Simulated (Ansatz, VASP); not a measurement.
One calculation of RbP2N2, two programs

The input INCAR:

```
  PREC = Accurate
  ENCUT = 520
  EDIFF = 1E-7
  ISMEAR = 0
  SIGMA = 0.1
  LREAL = F
  LASPH = T
  NELM = 80
  ALGO = Normal
  ISIF = 2
  LWAVE = F
  LCHARG = T
  GGA = PE
  LELF = T
  LVHAR = T
  NBANDS = 22
```

The input KPOINTS:

```
regular mesh
0
Gamma
  6 4 4
```

The input POSCAR:

```
RbP2N2
1.0
    2.8885838700      0.0000000000      0.0000000000
    0.0000000100      4.9838073600      0.0000000000
   -0.7221459700     -1.2459518400      5.6521289900
Rb P N
1 2 2
Direct
    0.6459249400      0.1246649300      0.5063717300
    0.0219123600      0.0006523500      0.0103214000
    0.5219123600      0.5006523500      0.0103214000
    0.4920539900      0.1680605100      0.0000000000
    0.9920539900      0.6680605100      0.0000000000
```

Input for Ansatz:

```yaml
crystal:
  lattice:
    - [2.88858387, 0.0, 0.0]
    - [1.0e-08, 4.98380736, 0.0]
    - [-0.72214597, -1.24595184, 5.65212899]
  atoms:
    - { symbol: Rb, position: [0.64592494, 0.12466493, 0.50637173] }
    - { symbol: P, position: [0.02191236, 0.00065235, 0.0103214] }
    - { symbol: P, position: [0.52191236, 0.50065235, 0.0103214] }
    - { symbol: "N", position: [0.49205399, 0.16806051, 0.0] }
    - { symbol: "N", position: [0.99205399, 0.66806051, 0.0] }
basis:
  ecutwfc: 420
kpoints:
  mp_grid: { grid: [6, 4, 4] }
hamiltonian:
  xc: pbe
scf:
  occupations: { method: gaussian, width: 0.1 }
  lower_state_search: "off"
output:
  forces: true
  stress: true
  eigenvalues: true
```

Alike in both runs: task single point; functional PBE; k mesh 6 × 4 × 4; occupations gaussian, width 0.1 eV; no spin polarisation.

```csv
,VASP,Ansatz
version,VASP 6.6.1,Ansatz 0.2.0
potentials or method,"VASP PAW PBE potentials, release 64 (Rb_sv, P, N), cutoff 520 eV","scalar-relativistic, plane waves, PAW"
valence electrons in the cell,29,29
```

Ansatz gave:

| Property | Result |
| --- | --- |
| gap on the k mesh at the Fermi level (eV) | none |
| rms of the force components (eV/Å) | 1.221 |

**Question.** What did VASP give for the same quantities?

**Answer.** gap on the k mesh at the Fermi level (eV): none; rms of the force components (eV/Å): 1.205.

Atom by atom the forces differ by 0.019 eV/Å (rms over components). A gap of «none» marks a metal or a gap that the smearing closes.

The k mesh is coarse, so the values compare programs but aren't converged.
